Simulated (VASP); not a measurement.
Be2Cl3: single point with PBE

Be2Cl3:

```xyz
5
Lattice="4.0694 0.0000 0.0000 -2.0347 3.5242 0.0000 0.0000 0.0000 6.3313" Properties=species:S:1:pos:R:3 pbc="T T T"
Be    0.0000    2.3494    1.5512
Be    2.0347    1.1747    4.7801
Cl    0.0000    0.0000    0.0000
Cl    0.0000    2.3494    4.0837
Cl    2.0347    1.1747    2.2476
```

| Quantity | Value |
| --- | --- |
| Program | VASP 6.6.1 |
| Task | single point |
| Functional | PBE |
| Potentials or basis | VASP PAW PBE potentials, release 64 (Be, Cl) |
| Cutoff | 520 eV |
| k mesh | 6 × 6 × 4 |
| Occupations | gaussian, width 0.1 eV |
| Spin | no spin polarisation |

```yaml
Pressure: -3.2 GPa
Largest_force: 0.638 eV/Å
```

Forces in eV/Å, atoms in the order of the input:
```
Be   0.000  0.000  0.244
Be   0.000  0.000 -0.244
Cl   0.000  0.000  0.000
Cl   0.000  0.000  0.638
Cl   0.000  0.000 -0.638
```

Stress tensor (GPa, compression positive):
```
-5.25  0.00  0.00
 0.00 -5.25  0.00
 0.00  0.00  0.77
```

Levels at points of the mesh, in eV from the Fermi level:
```csv
k point,band 9,band 10,band 11,band 12,band 13,band 14,band 15,band 16,band 17,band 18
"(0.00, 0.00, 0.00)",-5.25,-4.43,-4.43,-3.89,-1.13,0.88,2.12,2.12,2.23,2.23
"(0.50, 0.00, 0.00)",-5.15,-4.78,-4.57,-3.62,-0.83,1.82,2.46,3.46,3.62,4.12
"(0.00, 0.00, 0.50)",-5.14,-4.80,-4.58,-4.58,0.02,0.83,0.92,1.18,1.18,3.59
"(0.50, 0.00, 0.50)",-5.23,-5.05,-3.99,-3.63,-0.08,0.74,1.79,3.19,3.93,4.11
```

Run time: 19 s on 1 thread of Intel(R) Xeon(R) 6975P-C (Granite Rapids) (shared host), peak memory 0.2 GiB.

Caveat: an odd number of electrons without spin polarisation forces a metal; a magnetic or distorted state may lie lower.
